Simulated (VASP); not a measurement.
# C (P6_3/mmc) in VASP: notebook

C is run at these levels: LDA; tasks: single point.

All numbers are computed with VASP 6.6.1; they aren't measurements. Logs are shortened: lines on timing, memory, paths and dates and some standing lists are left out, and cuts for length are marked.

## 1. The cell of the first run

It takes space group P6_3/mmc (No. 194, hexagonal). The conventional cell has a = 2.483 Å, b = 2.483 Å, c = 4.095 Å, α = 90.00°, β = 90.00°, γ = 120.00°. Within 2.0 Å of C (site symmetry 3m) lie 4 C at 1.52 to 1.53 Å.

## 2. Single point, LDA

Contents of INCAR:

```
SYSTEM = C
  PREC = Accurate
  ENCUT = 910
  EDIFF = 1E-6
  ISMEAR = 0
  SIGMA = 0.01
  LREAL = .False.
  LASPH = .True.
  NELM = 120
  ALGO = Normal
  ISIF = 2
  LWAVE = .False.
  LCHARG = .True.
  GGA = CA
  LELF = .True.
  LVHAR = .True.
  NBANDS = 16
  GGA_COMPAT = .False.
```

Contents of KPOINTS:

```
Automatic mesh
0
Gamma
  9 9 6
  0 0 0
```

Contents of POSCAR:

```
C
1.0
    2.4834374100      0.0000000000      0.0000000000
   -1.2417187050      2.1507198858      0.0000000000
    0.0000000000      0.0000000000      4.0945232323
C
4
Direct
    0.3333333333      0.6666666667     -0.0002355119
    0.6666666667      0.3333333333      0.4997644881
    0.3333333333      0.6666666667      0.3742355119
    0.6666666667      0.3333333333      0.8742355119
```

Potentials or basis: VASP PAW LDA potentials, release 64 (C_h).

Launch:

```console
> cat potpaw_LDA.64/C_h/POTCAR > POTCAR
> mpirun -np 1 vasp_std > vasp.out
```

OUTCAR:

```text
SYSTEM = C
   PREC = Accurate
   ENCUT = 910
   EDIFF = 1E-6
   ISMEAR = 0
   LREAL = .False.
   LASPH = .True.
   NELM = 120
   ISIF = 2
   GGA = CA

 ion  position               nearest neighbor table
   1  0.333  0.667  1.000-   4 1.52   4 1.52   4 1.52
   2  0.667  0.333  0.500-   3 1.52   3 1.52   3 1.52
   3  0.333  0.667  0.374-   2 1.52   2 1.52   2 1.52
   4  0.667  0.333  0.874-   1 1.52   1 1.52   1 1.52

  LATTYP: Found a hexagonal cell.
 ALAT       =     2.4834374100
 C/A-ratio  =     1.6487322031

  Lattice vectors:

 A1 = (   2.4834374100,   0.0000000000,   0.0000000000)
 A2 = (  -1.2417187050,   2.1507198858,   0.0000000000)
 A3 = (   0.0000000000,   0.0000000000,   4.0945232323)

Analysis of symmetry for initial positions (statically):
=====================================================================
 Subroutine PRICEL returns:
 Original cell was already a primitive cell.

 Routine SETGRP: Setting up the symmetry group for a
 hexagonal supercell.

 Subroutine GETGRP returns: Found 24 space group operations
 (whereof  6 operations were pure point group operations)
 out of a pool of 24 trial point group operations.

The static configuration has the point symmetry C_3v.
 The point group associated with its full space group is D_6h.

Analysis of symmetry for dynamics (positions and initial velocities):
=====================================================================
 Subroutine PRICEL returns:
 Original cell was already a primitive cell.

 Routine SETGRP: Setting up the symmetry group for a
 hexagonal supercell.

 Subroutine GETGRP returns: Found 24 space group operations
 (whereof  6 operations were pure point group operations)
 out of a pool of 24 trial point group operations.

The dynamic configuration has the point symmetry C_3v.
 The point group associated with its full space group is D_6h.

 Subroutine INISYM returns: Found 24 space group operations
 (whereof  6 operations are pure point group operations),
 and found     1 'primitive' translations

----------------------------------------------------------------------------------------

                                     Primitive cell

  volume of cell :      21.8696

  direct lattice vectors                    reciprocal lattice vectors
     2.483437410  0.000000000  0.000000000     0.402667688  0.232480298  0.000000000
    -1.241718705  2.150719886  0.000000000     0.000000000  0.464960596  0.000000000
     0.000000000  0.000000000  4.094523232     0.000000000  0.000000000  0.244228679

  length of vectors
     2.483437410  2.483437410  4.094523232     0.464960596  0.464960596  0.244228679

  position of ions in fractional coordinates (direct lattice)
     0.333333333  0.666666667  0.999764488
     0.666666667  0.333333333  0.499764488
     0.333333333  0.666666667  0.374235512
     0.666666667  0.333333333  0.874235512

  ion indices of the primitive-cell ions
   primitive index   ion index
                 1           1
                 2           2
                 3           3
                 4           4

----------------------------------------------------------------------------------------

 KPOINTS: Automatic mesh

Automatic generation of k-mesh.
 Grid dimensions read from file:
 generate k-points for:    9    9    6

 Generating k-lattice:

  Cartesian coordinates                     Fractional coordinates (reciprocal lattice)
     0.044740854  0.025831144  0.000000000     0.111111111  0.000000000  0.000000000
     0.000000000  0.051662288  0.000000000     0.000000000  0.111111111  0.000000000
     0.000000000  0.000000000  0.040704780     0.000000000  0.000000000  0.166666667

  Length of vectors
     0.051662288  0.051662288  0.040704780

  Shift w.r.t. Gamma in fractional coordinates (k-lattice)
     0.000000000  0.000000000  0.000000000

 Subroutine IBZKPT returns following result:
 ===========================================

 Found     48 irreducible k-points:

 Following reciprocal coordinates:
            Coordinates               Weight
  0.000000  0.000000  0.000000      1.000000
  0.111111  0.000000  0.000000      6.000000
  0.222222  0.000000  0.000000      6.000000
  0.333333  0.000000  0.000000      6.000000
  0.444444  0.000000  0.000000      6.000000
  0.111111  0.111111  0.000000      6.000000
[... 16 lines left out ...]
  0.333333  0.222222  0.166667     24.000000
  0.333333  0.333333  0.166667      4.000000
 [... further k-points ...]
   k-points           NKPTS =     48   k-points in BZ     NKDIM =     48   number of bands    NBANDS=     16
   number of dos      NEDOS =    301   number of ions     NIONS =      4
   total plane-waves  NPLWV =  23040
   dimension x,y,z NGX =    24 NGY =   24 NGZ =   40
   dimension x,y,z NGXF=    48 NGYF=   48 NGZF=   80
   ions per type =               4
   NGX,Y,Z   is equivalent  to a cutoff of  16.07, 16.07, 16.24 a.u.
   NGXF,Y,Z  is equivalent  to a cutoff of  32.13, 32.13, 32.48 a.u.
 SYSTEM =  C
   PREC   = accura    normal or accurate (medium, high low for compatibility)
   ISTART =      0    job   : 0-new  1-cont  2-samecut
   ICHARG =      2    charge: 1-file 2-atom 10-const
   ISPIN  =      1    spin polarized calculation?
   LNONCOLLINEAR =      F non collinear calculations
   LSORBIT =      F    spin-orbit coupling
   LASPH  =      T    aspherical Exc in radial PAW
   ENCUT  =  910.0 eV  66.88 Ry    8.18 a.u.   6.11  6.11 10.07*2*pi/ulx,y,z
   NELM   =    120;   NELMIN=  2; NELMDL= -5     # of ELM steps
   EDIFF  = 0.1E-05   stopping-criterion for ELM
   LREAL  =      F    real-space projection
   EDIFFG = 0.1E-04   stopping-criterion for IOM
   NSW    =      0    number of steps for IOM
   IBRION =     -1    ionic relax: 0-MD 1-quasi-New 2-CG
   NFREE  =      0    steps in history (QN), initial steepest desc. (CG)
   ISIF   =      2    stress and relaxation
   ISYM   =      2    0-nonsym 1-usesym 2-fastsym
   POTIM  = 0.5000    time-step for ionic-motion
   TEBEG  =    0.0;   TEEND  =   0.0 temperature during run
   PSTRESS=    0.0 pullay stress
   NELECT =      16.0000    total number of electrons
   NUPDOWN=      -1.0000    fix difference up-down
   EMIN   =  10.00;   EMAX   =-10.00  energy-range for DOS
   EFERMI =   0.00;   METHOD = LEGACY
   ISMEAR =     0;   SIGMA  =   0.01  broadening in eV -4-tet -1-fermi 0-gaus
   EFERMI_NEDOS =   21; number of points for ismear=-14 and -15
   IALGO  =     38    algorithm
   IMIX   =      4    mixing-type and parameters
     AMIX     =   0.40;   BMIX     =  1.00
     AMIX_MAG =   1.60;   BMIX_MAG =  1.00
  volume/ion in A,a.u.               =       5.47        36.90
  Fermi-wavevector in a.u.,A,eV,Ry     =   1.475145  2.787620 29.606992  2.176053
  Thomas-Fermi vector in A             =   2.589830
   LORBIT       =      0    0 simple, 1 ext, 2 COOP (PROOUT), +10 PAW based schemes
   GGA     = CA    functional components
   LHFCALC =     F    Hartree Fock is set to
   AEXX    =    0.0000 exact exchange contribution
   IVDW    =     0    specifies the selected vdW correction
   LEPSILON=     F    determine dielectric tensor
   LRPA    =     F    only Hartree local field effects (RPA)
 non-spin polarized calculation
 Gauss-broadening in eV      SIGMA  =   0.01
  energy-cutoff  :      910.00
  volume of cell :       21.87
 maximum number of plane-waves:      1386
   NGX = 13   NGY = 13   NGZ = 21

 number of electron      16.0000000 magnetization

 Free energy of the ion-electron system (eV)
  ---------------------------------------------------
  ext. energy  EPLUGINS =         0.00000000
  ---------------------------------------------------
  free energy    TOTEN  =       -40.42100290 eV

  energy without entropy =      -40.42100290  energy(sigma->0) =      -40.42100290

 E-fermi :  11.8322     XC(G=0): -13.8262

 val. band max:       11.7713466599   @ k =   0.0000   0.0000   0.0000
 cond. band min:      14.7687834724   @ k =   0.3333   0.3333   0.0000
 fundamental gap:      2.9974368125
 Fermi energy:        11.8322134174

 k-point     1 :       0.0000    0.0000    0.0000
  band No.  band energies     occupation
      1     -10.3825      2.00000
      2      -4.3963      2.00000
      3      -2.3642      2.00000
      4       8.4782      2.00000
      5       8.4782      2.00000
      6      11.2493      2.00000
[... 8 lines left out ...]
     15      27.0321      0.00000
     16      29.3764      0.00000

 k-point     2 :       0.1111    0.0000    0.0000
  band No.  band energies     occupation
      1     -10.0706      2.00000
      2      -4.1191      2.00000
      3      -2.0689      2.00000
      4       7.0312      2.00000
      5       7.8630      2.00000
      6      10.5548      2.00000
[... 8 lines left out ...]
     15      27.3142      0.00000
     16      28.2268      0.00000

 k-point     3 :       0.2222    0.0000    0.0000
  band No.  band energies     occupation
      1      -9.1413      2.00000
      2      -3.2923      2.00000
      3      -1.2207      2.00000
      4       3.9934      2.00000
      5       6.6674      2.00000
      6       7.9782      2.00000
[... 8 lines left out ...]
     15      26.2729      0.00000
     16      28.0087      0.00000

 k-point     4 :       0.3333    0.0000    0.0000
  band No.  band energies     occupation
      1      -7.6199      2.00000
      2      -1.9339      2.00000
      3      -0.2845      2.00000
      4       1.0949      2.00000
      5       5.1208      2.00000
      6       5.6383      2.00000
[... 8 lines left out ...]
     15      26.9899      0.00000
     16      28.1429      0.00000
[... 324 lines left out ...]
 k-point    22 :       0.2222    0.2222    0.1667
  band No.  band energies     occupation
      1      -6.5390      2.00000
      2      -2.3015      2.00000
      3       0.3782      2.00000
      4       2.7152      2.00000
      5       2.8287      2.00000
      6       4.2608      2.00000
[... 8 lines left out ...]
     15      25.6955      0.00000
     16      28.3361      0.00000

 k-point    23 :       0.3333    0.2222    0.1667
  band No.  band energies     occupation
      1      -4.6045      2.00000
      2      -1.8779      2.00000
      3      -0.3726      2.00000
      4       1.6564      2.00000
      5       2.2107      2.00000
      6       4.0261      2.00000
[... 8 lines left out ...]
     15      27.2016      0.00000
     16      28.5749      0.00000

 k-point    24 :       0.3333    0.3333    0.1667
  band No.  band energies     occupation
      1      -2.8832      2.00000
      2      -2.8832      2.00000
      3       0.3432      2.00000
      4       1.2068      2.00000
      5       1.2068      2.00000
      6       4.0600      2.00000
[... 8 lines left out ...]
     15      27.6630      0.00000
     16      27.6630      0.00000

 [... further k-points ...]

------------------------ aborting loop because EDIFF is reached ----------------------------------------

  FORCE on cell =-STRESS in cart. coord.  units (eV):
  Direction    XX          YY          ZZ          XY          YZ          ZX
  --------------------------------------------------------------------------------------
  -------------------------------------------------------------------------------------
  Total        0.1082365      0.1082365      2.0687922      0.0000000      0.0000000      0.0000000
  in kB        7.9294651      7.9294651    151.5608552      0.0000000      0.0000000      0.0000000
  external PRESSURE =      55.8065951 kB  Pullay stress =       0.0000000 kB

 VOLUME and BASIS-vectors are now :
 -----------------------------------------------------------------------------
  energy-cutoff  :      910.00
  volume of cell :       21.87
      direct lattice vectors                 reciprocal lattice vectors
     2.483437410  0.000000000  0.000000000     0.402667688  0.232480298  0.000000000
    -1.241718705  2.150719886  0.000000000     0.000000000  0.464960596  0.000000000
     0.000000000  0.000000000  4.094523232     0.000000000  0.000000000  0.244228679

 POSITION                                       TOTAL-FORCE (eV/Angst)
 -----------------------------------------------------------------------------------
     -0.00000      1.43381      4.09356        -0.000000      0.000000      0.000190
      1.24172      0.71691      2.04630         0.000000     -0.000000      0.000190
     -0.00000      1.43381      1.53232        -0.000000      0.000000     -0.000190
      1.24172      0.71691      3.57958         0.000000      0.000000     -0.000190
 -----------------------------------------------------------------------------------
    total drift:                               -0.000000      0.000000      0.000001

  FREE ENERGIE OF THE ION-ELECTRON SYSTEM (eV)
  ---------------------------------------------------
  free  energy   TOTEN  =       -40.4210029044 eV

  energy  without entropy=      -40.4210029044  energy(sigma->0) =      -40.42100290
```

Run time: 40 s. Hardware: 1 thread of AMD EPYC 7R43 (Zen 3), shared host; peak memory 0.12 GiB.

Results:

- Free energy: -40.4210 eV
- Pressure: 5.6 GPa
- Band gap on the k mesh: 3.00 eV, indirect (least direct gap 4.86 eV)

Levels at points of the mesh, in eV from the valence-band top:
```tsv
k point	band 6	band 7	band 8	band 9	band 10	band 11
(0.00, 0.00, 0.00)	-0.52	0.00	0.00	4.86	4.86	5.65
(0.00, 0.00, 0.50)	-1.99	-1.99	-1.99	7.26	7.26	7.26
```

Caveat: the cutoff is under 1.25 times the usual one of these potentials, so pressure, stress and relaxed cells hold a basis-set (Pulay) error. Expect the measured gap to be larger: semilocal functionals such as LDA lack the derivative discontinuity.

## 3. Single point, LDA (strained cell)

Contents of INCAR:

```
ALGO = Normal
EDIFF = 1E-6
ENCUT = 910
GGA = CA
GGA_COMPAT = F
ISIF = 2
ISMEAR = 0
LASPH = T
LCHARG = F
LREAL = F
LWAVE = F
NBANDS = 16
NELM = 120
PREC = Accurate
SIGMA = 0.02
```

Contents of KPOINTS:

```
k-points
0
Gamma
  9 9 6
```

POSCAR: that of step 2 with these lines changed.

```diff
@@ -2,4 +2,4 @@
 1.0
-    2.4834374100      0.0000000000      0.0000000000
-   -1.2417187050      2.1507198858      0.0000000000
+    2.4834759259      0.0000000000      0.0000000000
+   -1.2417379630      2.1507532415      0.0000000000
     0.0000000000      0.0000000000      4.0945232323
```

Potentials or basis: VASP PAW LDA potentials, release 64 (C_h).

Launch:

```console
> cat potpaw_LDA.64/C_h/POTCAR > POTCAR
> mpirun -np 1 vasp_std > vasp.out
```

Run time: 16 s. Hardware: 1 thread of Intel Xeon Platinum 8259CL at 2.50GHz (Skylake/Cascade Lake), shared host; peak memory 0.14 GiB.

It converged, with:

* Free energy: -40.4210 eV
* Pressure: 5.6 GPa
* Band gap on the k mesh: 3.00 eV, indirect (least direct gap 4.86 eV)

Stress tensor (GPa, compression positive):
```
 0.77  0.00  0.00
 0.00  0.77  0.00
 0.00  0.00 15.15
```

Levels at points of the mesh, in eV from the valence-band top:
```
           k point  band 4  band 5  band 6  band 7  band 8  band 9  band 10  band 11  band 12  band 13
(0.00, 0.00, 0.00)   -3.29   -3.29   -0.52    0.00    0.00    4.86     4.86     5.65     8.49     9.68
(0.00, 0.00, 0.50)   -7.09   -1.99   -1.99   -1.99   -1.99    7.26     7.26     7.26     7.26     7.83
```

Caveat: the cell differs from its parent crystal (strained cell); the cutoff is under 1.25 times the usual one of these potentials, so pressure, stress and relaxed cells hold a basis-set (Pulay) error. A k mesh can miss the band edges.

[end of part 1 of 2]
